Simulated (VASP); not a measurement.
# Co (P-3m1) in VASP: single point with PBE

Aim: the single point of Co with PBE.

All numbers are computed with VASP 6.6.1; they aren't measurements. Logs are shortened: lines on timing, memory, paths and dates and some standing lists are left out, and cuts for length are marked.

### 1 The cell of the first run

The structure is trigonal, space group P-3m1 (No. 164). The conventional cell has a = 2.487 Å, b = 2.487 Å, c = 4.063 Å, α = 90.00°, β = 90.00°, γ = 120.00°. Within 3.2 Å of Co (site symmetry 3m) lie 12 Co at 2.42 to 2.55 Å.

### 2 Single point, PBE, collinear spin, ferromagnetic start

File POSCAR:

```
Co
1.0
    2.4873648738      0.0000000000      0.0000000000
   -1.2436824369      2.1541211692      0.0000000000
    0.0000000000      0.0000000000      4.0632895034
Co
2
Direct
    0.6666666667      0.3333333333      0.2598610000
    0.3333333333      0.6666666667      0.7401390000
```

File INCAR.step1:

```
ALGO = Normal
EDIFF = 1E-7
ENCUT = 520
GGA = PE
ISIF = 2
ISMEAR = -1
ISPIN = 2
LASPH = True
LCHARG = True
LMAXMIX = 4
LREAL = False
LWAVE = False
MAGMOM = 1.7 1.7
NBANDS = 20
NELM = 150
PREC = Accurate
SIGMA = 0.08
```

File KPOINTS.step1:

```
k-points
0
Gamma
  15 15 8
```

File INCAR.step2:

```
ALGO = Normal
EDIFF = 1E-7
ENCUT = 520
GGA = PE
ICHARG = 11
ISIF = 2
ISMEAR = -5
ISPIN = 2
LASPH = True
LCHARG = False
LMAXMIX = 4
LORBIT = 11
LREAL = False
LWAVE = False
MAGMOM = 1.7 1.7
NBANDS = 20
NEDOS = 1001
NELM = 150
PREC = Accurate
SIGMA = 0.08
```

File KPOINTS.step2:

```
k-points
0
Gamma
  23 23 12
```

Potentials or basis: VASP PAW PBE potentials, release 64 (Co).

Run with:

```bash
cat potpaw_PBE.64/Co/POTCAR > POTCAR
cp INCAR.step1 INCAR
cp KPOINTS.step1 KPOINTS
mpirun -np 1 vasp_std > vasp.out
cp INCAR.step2 INCAR
cp KPOINTS.step2 KPOINTS
mpirun -np 1 vasp_std > vasp.out
```

OUTCAR:

```text
EDIFF = 1E-7
   ENCUT = 520
   GGA = PE
   ICHARG = 11
   ISIF = 2
   ISMEAR = -5
   ISPIN = 2
   LASPH = True
   LORBIT = 11
   LREAL = False
   NELM = 150
   PREC = Accurate

 ion  position               nearest neighbor table
   1  0.667  0.333  0.260-   2 2.42   2 2.42   2 2.42   2 2.55   2 2.55   2 2.55
   2  0.333  0.667  0.740-   1 2.42   1 2.42   1 2.42   1 2.55   1 2.55   1 2.55

  LATTYP: Found a hexagonal cell.
 ALAT       =     2.4873648738
 C/A-ratio  =     1.6335719565

  Lattice vectors:

 A1 = (   2.4873648738,   0.0000000000,   0.0000000000)
 A2 = (  -1.2436824369,   2.1541211692,   0.0000000000)
 A3 = (   0.0000000000,   0.0000000000,   4.0632895034)

Analysis of symmetry for initial positions (statically):
=====================================================================
 Subroutine PRICEL returns:
 Original cell was already a primitive cell.

 Routine SETGRP: Setting up the symmetry group for a
 hexagonal supercell.

 Subroutine GETGRP returns: Found 12 space group operations
 (whereof 12 operations were pure point group operations)
 out of a pool of 24 trial point group operations.

The static configuration has the point symmetry D_3d.

Analysis of symmetry for dynamics (positions and initial velocities):
=====================================================================
 Subroutine PRICEL returns:
 Original cell was already a primitive cell.

 Routine SETGRP: Setting up the symmetry group for a
 hexagonal supercell.

 Subroutine GETGRP returns: Found 12 space group operations
 (whereof 12 operations were pure point group operations)
 out of a pool of 24 trial point group operations.

The dynamic configuration has the point symmetry D_3d.

Analysis of structural, dynamic, and magnetic symmetry:
=====================================================================
 Subroutine PRICEL returns:
 Original cell was already a primitive cell.

 Routine SETGRP: Setting up the symmetry group for a
 hexagonal supercell.

 Subroutine GETGRP returns: Found 12 space group operations
 (whereof 12 operations were pure point group operations)
 out of a pool of 24 trial point group operations.

The overall configuration has the point symmetry D_3d.

 Subroutine INISYM returns: Found 12 space group operations
 (whereof 12 operations are pure point group operations),
 and found     1 'primitive' translations

----------------------------------------------------------------------------------------

                                     Primitive cell

  volume of cell :      21.7715

  direct lattice vectors                    reciprocal lattice vectors
     2.487364874  0.000000000  0.000000000     0.402031889  0.232113220  0.000000000
    -1.243682437  2.154121169  0.000000000     0.000000000  0.464226439  0.000000000
     0.000000000  0.000000000  4.063289503     0.000000000  0.000000000  0.246106018

  length of vectors
     2.487364874  2.487364874  4.063289503     0.464226439  0.464226439  0.246106018

  position of ions in fractional coordinates (direct lattice)
     0.666666667  0.333333333  0.259861000
     0.333333333  0.666666667  0.740139000

  ion indices of the primitive-cell ions
   primitive index   ion index
                 1           1
                 2           2

----------------------------------------------------------------------------------------

 KPOINTS: k-points

Automatic generation of k-mesh.
 Grid dimensions read from file:
 generate k-points for:   23   23   12

 Generating k-lattice:

  Cartesian coordinates                     Fractional coordinates (reciprocal lattice)
     0.017479647  0.010091879  0.000000000     0.043478261  0.000000000  0.000000000
     0.000000000  0.020183758  0.000000000     0.000000000  0.043478261  0.000000000
     0.000000000  0.000000000  0.020508835     0.000000000  0.000000000  0.083333333

  Length of vectors
     0.020183758  0.020183758  0.020508835

  Shift w.r.t. Gamma in fractional coordinates (k-lattice)
     0.000000000  0.000000000  0.000000000

 TETIRR: Found   9426 inequivalent tetrahedra from    38088

 Subroutine IBZKPT returns following result:
 ===========================================

 Found    612 irreducible k-points:

 Following reciprocal coordinates:
            Coordinates               Weight
  0.000000  0.000000  0.000000      1.000000
  0.043478 -0.000000  0.000000      6.000000
  0.086957  0.000000  0.000000      6.000000
  0.130435 -0.000000  0.000000      6.000000
  0.173913 -0.000000  0.000000      6.000000
  0.217391  0.000000  0.000000      6.000000
[... 16 lines left out ...]
  0.478261  0.043478  0.000000      6.000000
  0.086957  0.086957  0.000000      6.000000
 [... further k-points ...]
   k-points           NKPTS =    612   k-points in BZ     NKDIM =    612   number of bands    NBANDS=     20
   number of dos      NEDOS =   1001   number of ions     NIONS =      2
   total plane-waves  NPLWV =   9720
   dimension x,y,z NGX =    18 NGY =   18 NGZ =   30
   dimension x,y,z NGXF=    36 NGYF=   36 NGZF=   60
   ions per type =               2
   NGX,Y,Z   is equivalent  to a cutoff of  12.03, 12.03, 12.27 a.u.
   NGXF,Y,Z  is equivalent  to a cutoff of  24.06, 24.06, 24.55 a.u.
 SYSTEM =  unknown system
   PREC   = accura    normal or accurate (medium, high low for compatibility)
   ISTART =      0    job   : 0-new  1-cont  2-samecut
   ICHARG =     11    charge: 1-file 2-atom 10-const
   ISPIN  =      2    spin polarized calculation?
   LNONCOLLINEAR =      F non collinear calculations
   LSORBIT =      F    spin-orbit coupling
   LASPH  =      T    aspherical Exc in radial PAW
   ENCUT  =  520.0 eV  38.22 Ry    6.18 a.u.   4.62  4.62  7.56*2*pi/ulx,y,z
   NELM   =    150;   NELMIN=  2; NELMDL=  0     # of ELM steps
   EDIFF  = 0.1E-06   stopping-criterion for ELM
   LREAL  =      F    real-space projection
   EDIFFG = 0.1E-05   stopping-criterion for IOM
   NSW    =      0    number of steps for IOM
   IBRION =     -1    ionic relax: 0-MD 1-quasi-New 2-CG
   NFREE  =      0    steps in history (QN), initial steepest desc. (CG)
   ISIF   =      2    stress and relaxation
   ISYM   =      2    0-nonsym 1-usesym 2-fastsym
   POTIM  = 0.5000    time-step for ionic-motion
   TEBEG  =    0.0;   TEEND  =   0.0 temperature during run
   PSTRESS=    0.0 pullay stress
   NELECT =      18.0000    total number of electrons
   NUPDOWN=      -1.0000    fix difference up-down
   EMIN   =  10.00;   EMAX   =-10.00  energy-range for DOS
   EFERMI =   0.00;   METHOD = LEGACY
   ISMEAR =    -5;   SIGMA  =   0.08  broadening in eV -4-tet -1-fermi 0-gaus
   EFERMI_NEDOS =   21; number of points for ismear=-14 and -15
   IALGO  =     38    algorithm
   IMIX   =      4    mixing-type and parameters
     AMIX     =   0.40;   BMIX     =  1.00
     AMIX_MAG =   1.60;   BMIX_MAG =  1.00
  volume/ion in A,a.u.               =      10.89        73.46
  Fermi-wavevector in a.u.,A,eV,Ry     =   1.536514  2.903591 32.121660  2.360875
  Thomas-Fermi vector in A             =   2.643152
   LORBIT       =     11    0 simple, 1 ext, 2 COOP (PROOUT), +10 PAW based schemes
   GGA     = PE    functional components
   LHFCALC =     F    Hartree Fock is set to
   AEXX    =    0.0000 exact exchange contribution
   IVDW    =     0    specifies the selected vdW correction
   LEPSILON=     F    determine dielectric tensor
   LRPA    =     F    only Hartree local field effects (RPA)
 spin polarized calculation
 Fermi weights with tetrahedron method with Bloechl corrections
  energy-cutoff  :      520.00
  volume of cell :       21.77
 maximum number of plane-waves:       602

 number of electron      17.9999996 magnetization       3.2547108

 Free energy of the ion-electron system (eV)
  ---------------------------------------------------
  ext. energy  EPLUGINS =         0.00000000
  ---------------------------------------------------
  free energy    TOTEN  =       -14.05033589 eV

  energy without entropy =      -14.05033589  energy(sigma->0) =      -14.05033589

 E-fermi :  10.2478     XC(G=0): -13.3805

 val. band max:       10.3808757218   @ k =   0.4783  -0.0000   0.5000
 cond. band min:      10.1109795820   @ k =   0.3043  -0.0000   0.5000
 fundamental gap:     -0.2698961398
 Fermi energy:        10.2477958548

 spin component 1

 k-point     1 :       0.0000    0.0000    0.0000
  band No.  band energies     occupation
      1       1.3179      1.00000
      2       5.0674      1.00000
      3       7.5519      1.00000
      4       7.6031      1.00000
      5       7.6031      1.00000
      6       7.8974      1.00000
[... 12 lines left out ...]
     19      36.2423      0.00000
     20      36.2423      0.00000

 k-point     2 :       0.0435   -0.0000    0.0000
  band No.  band energies     occupation
      1       1.3848      1.00000
      2       5.1088      1.00000
      3       7.4686      1.00000
      4       7.6340      1.00000
      5       7.6772      1.00000
      6       7.8808      1.00000
[... 12 lines left out ...]
     19      37.2383      0.00000
     20      37.6265      0.00000
[... 465 lines left out ...]
      3       5.7607      1.00000
      4       7.4575      1.00000
      5       7.6548      1.00000
      6       7.6869      1.00000
[... 12 lines left out ...]
     19      32.9024      0.00000
     20      34.6099      0.00000

 k-point    24 :       0.0870    0.0870    0.0000
  band No.  band energies     occupation
      1       2.1007      1.00000
      2       5.5092      1.00000
      3       7.1124      1.00000
      4       7.6106      1.00000
      5       7.7213      1.00000
      6       7.9297      1.00000
[... 12 lines left out ...]
     19      35.4327      0.00000
     20      38.1791      0.00000

 [... further k-points ...]

 spin component 2

 k-point     1 :       0.0000    0.0000    0.0000
  band No.  band energies     occupation
      1       1.3187      1.00000
      2       6.0065      1.00000
      3       9.1508      1.00000
      4       9.2599      1.00000
      5       9.2599      1.00000
      6       9.5685      1.00000
[... 12 lines left out ...]
     19      36.5391      0.00000
     20      36.5391      0.00000

 k-point     2 :       0.0435   -0.0000    0.0000
  band No.  band energies     occupation
      1       1.3858      1.00000
      2       6.0534      1.00000
      3       9.0701      1.00000
      4       9.2942      1.00000
      5       9.3210      1.00000
      6       9.5455      1.00000
[... 12 lines left out ...]
     19      37.5481      0.00000
     20      37.8727      0.00000
[... 465 lines left out ...]
      3       6.9929      1.00000
      4       8.3884      1.00000
      5       9.1248      1.00000
      6       9.1709      1.00000
[... 12 lines left out ...]
     19      33.3126      0.00000
     20      34.9222      0.00000

 k-point    24 :       0.0870    0.0870    0.0000
  band No.  band energies     occupation
      1       2.1068      1.00000
      2       6.5174      1.00000
      3       8.5753      1.00000
      4       8.7678      1.00000
      5       9.3338      1.00000
      6       9.6001      1.00000
[... 12 lines left out ...]
     19      35.4861      0.00000
     20      38.3874      0.00000

 [... further k-points ...]

------------------------ aborting loop because EDIFF is reached ----------------------------------------

  FORCE on cell =-STRESS in cart. coord.  units (eV):
  Direction    XX          YY          ZZ          XY          YZ          ZX
  --------------------------------------------------------------------------------------
  -------------------------------------------------------------------------------------
  Total       -0.1189386     -0.1189386     -0.4246565      0.0000000      0.0000000      0.0000000
  in kB       -8.7527805     -8.7527805    -31.2507911      0.0000000      0.0000000      0.0000000
  external PRESSURE =     -16.2521173 kB  Pullay stress =       0.0000000 kB

 VOLUME and BASIS-vectors are now :
 -----------------------------------------------------------------------------
  energy-cutoff  :      520.00
  volume of cell :       21.77
      direct lattice vectors                 reciprocal lattice vectors
     2.487364874  0.000000000  0.000000000     0.402031889  0.232113220  0.000000000
    -1.243682437  2.154121169  0.000000000     0.000000000  0.464226439  0.000000000
     0.000000000  0.000000000  4.063289503     0.000000000  0.000000000  0.246106018

 POSITION                                       TOTAL-FORCE (eV/Angst)
 -----------------------------------------------------------------------------------
      1.24368      0.71804      1.05589        -0.000000      0.000000     -0.476072
     -0.00000      1.43608      3.00740         0.000000     -0.000000      0.476072
 -----------------------------------------------------------------------------------
    total drift:                                0.000000     -0.000000     -0.000000

  FREE ENERGIE OF THE ION-ELECTRON SYSTEM (eV)
  ---------------------------------------------------
  free  energy   TOTEN  =       -14.0503358949 eV

  energy  without entropy=      -14.0503358949  energy(sigma->0) =      -14.05033589

 total charge

# of ion       s       p       d       tot
------------------------------------------
    1        0.489   0.522   7.262   8.273
    2        0.489   0.522   7.262   8.273
--------------------------------------------------
tot          0.978   1.043  14.525  16.546

 magnetization (x)

# of ion       s       p       d       tot
------------------------------------------
    1       -0.015  -0.056   1.703   1.633
    2       -0.015  -0.056   1.703   1.633
--------------------------------------------------
tot         -0.030  -0.111   3.406   3.265
```

It took 5.6 min on 1 thread of Intel Xeon Platinum 8488C (Sapphire Rapids), shared host; peak memory 0.48 GiB.

What came out:

```
Net moment                                            : 3.25 μB per cell
Site moments                                          : Co +1.63 μB
Valence electrons inside the program's atomic spheres : Co 8.27
```

Levels at points of the mesh, in eV from the Fermi level:
Spin up:
```
           k point  band 8  band 9  band 10  band 11  band 12  band 13  band 14  band 15
(0.00, 0.00, 0.00)   -1.94   -1.94    -0.88    -0.88    -0.19     6.10    22.03    24.67
(0.00, 0.00, 0.50)   -2.67   -1.30    -1.30    -1.09    -1.09    14.10    15.26    22.64
```
Spin down:
```csv
k point,band 5,band 6,band 7,band 8,band 9,band 10
"(0.00, 0.00, 0.00)",-0.99,-0.68,-0.68,-0.22,-0.11,-0.11
"(0.00, 0.00, 0.50)",-1.05,-1.05,-1.03,-1.03,0.62,0.62
```
